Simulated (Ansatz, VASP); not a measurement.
# BN: VASP beside Ansatz

The input INCAR:

```
  ALGO = Normal
  EDIFF = 1E-6
  ENCUT = 520
  GGA = PS
  ISIF = 2
  ISMEAR = 0
  LASPH = True
  LCHARG = True
  LELF = True
  LREAL = False
  LVHAR = True
  LWAVE = False
  NBANDS = 16
  NELM = 80
  PREC = Accurate
  SIGMA = 0.05
```

Contents of KPOINTS:

```
k-points
0
Gamma
  12 12 4
```

File POSCAR:

```
BN
1.0
    2.6474733352      0.0000000000      0.0000000000
   -1.3237366676      2.2927791641      0.0000000000
    0.0000000000      0.0000000000      6.5930028466
B N
2 2
Direct
    0.3333333333      0.6666666667      0.2500000000
    0.6666666667      0.3333333333      0.7500000000
    0.3333333333      0.6666666667      0.7500000000
    0.6666666667      0.3333333333      0.2500000000
```

Input for Ansatz:

```yaml
crystal:
  lattice:
    - [2.6474733352, 0.0, 0.0]
    - [-1.3237366676, 2.2927791641, 0.0]
    - [0.0, 0.0, 6.5930028466]
  atoms:
    - { symbol: B, position: [0.3333333333, 0.6666666667, 0.25] }
    - { symbol: B, position: [0.6666666667, 0.3333333333, 0.75] }
    - { symbol: "N", position: [0.3333333333, 0.6666666667, 0.75] }
    - { symbol: "N", position: [0.6666666667, 0.3333333333, 0.25] }
basis:
  ecutwfc: 520.0
kpoints:
  mp_grid: { grid: [12, 12, 4] }
hamiltonian:
  xc: pbesol
  pseudopotentials: { kind: paw, azcp: { folder: soft_1 } }
scf:
  occupations: { method: gaussian, width: 0.05 }
output:
  forces: true
  stress: true
  eigenvalues: true
  write_density: true
  write_potential: true
  elf: true
  volumetric_format: npy
```

Alike in both runs: task single point; functional PBEsol; k mesh 12 × 12 × 4; occupations gaussian, width 0.05 eV; no spin polarisation.

|  | VASP | Ansatz |
| --- | --- | --- |
| version | VASP 6.6.1 | Ansatz 0.2.0 |
| potentials or method | VASP PAW PBE potentials, release 64 (B, N), cutoff 520 eV | scalar-relativistic, plane waves, PAW |
| valence electrons in the cell | 16 | 16 |

|  | VASP | Ansatz | Ansatz less VASP |
| --- | --- | --- | --- |
| gap on the k mesh at the Fermi level (eV) | 3.84 | 3.85 | +0.005 |
| least direct gap on the mesh (eV) | 4.14 | 4.14 | +0.005 |

VASP's potentials were made for PBE, not for PBEsol, and Ansatz warns of the same on its side. The functional is the same, so the differences come from potentials, cutoffs and numerics.
